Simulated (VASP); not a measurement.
Wanted: the native input for a VASP 6.6.1 run.

```yaml
Task: single point
Functional: PBE
Potentials_or_basis: VASP PAW PBE potentials, release 64 (Ni)
Cutoff: 600 eV
k_mesh: 14 × 14 × 14
Occupations: tetrahedron
Spin: no spin polarisation
Dipole_correction: no
Further_INCAR_settings: ALGO = Normal; EDIFF = 1e-06; NBANDS = 11
```

The structure of Ni lies in POSCAR:

```
Ni
1.0
    0.0000000000      1.7678000000      1.7678000000
    1.7678000000      0.0000000000      1.7678000000
    1.7678000000      1.7678000000      0.0000000000
Ni
1
Direct
    0.0000000000      0.0000000000      0.0000000000
```

These files were run (other wordings do the same):

INCAR

```
SYSTEM = Ni
PREC = Accurate
ENCUT = 600
EDIFF = 1E-6
ISMEAR = -5
SIGMA = 0.1
LREAL = .FALSE.
LASPH = .TRUE.
NELM = 120
ALGO = Normal
ISIF = 2
LWAVE = .FALSE.
LCHARG = .FALSE.
GGA = PE
NBANDS = 11
GGA_COMPAT = .FALSE.
```

KPOINTS

```
Automatic mesh
0
G
  14 14 14
  0 0 0
```

Potentials or basis: VASP PAW PBE potentials, release 64 (Ni).

Command:

```sh
$ cat potpaw_PBE.64/Ni/POTCAR > POTCAR
$ mpirun -np 1 vasp_std > vasp.out
```

Results of the run:

| Quantity | Value |
| --- | --- |
| Pressure | -4.2 GPa |
| Band gap on the k mesh | zero (band 5 reaches 9.13 eV, above the bottom of band 6 at 8.19 eV) |

Caveat: the run has no spin polarisation, though such a crystal can be magnetic; tetrahedron occupations give inexact forces and stress in metals.

Run time: 8.2 s on 1 thread of Intel(R) Xeon(R) Platinum 8488C (Sapphire Rapids), with other jobs on the host, peak memory 0.13 GiB.
